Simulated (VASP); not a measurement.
Ga:

```
Ga
1.0
    -1.37511    1.37511    2.29571
     1.37511   -1.37511    2.29571
     1.37511    1.37511   -2.29571
Ga
1
Direct
  0.00000 0.00000 0.00000
```

Program: VASP 6.6.1. Alike in all runs: task single point; no spin polarisation; cell as given; k mesh 13 × 13 × 13; cutoff (eV) 520; smearing fermi-dirac 0.05 eV.

Task: Order these runs on this cell by their pressure, lowest first.
A. level PBE; potentials or basis VASP PAW PBE potentials, release 64 (Ga_d)
B. level r2SCAN; potentials or basis VASP PAW PBE potentials, release 64 (Ga_d)
C. level LDA; potentials or basis VASP PAW LDA potentials, release 64 (Ga_d)

Result: C (-1.0 GPa), B (1.6 GPa), A (5.0 GPa).

Caveats: the PAW data sets were made with another functional, which shifts forces and pressure a little (some runs).
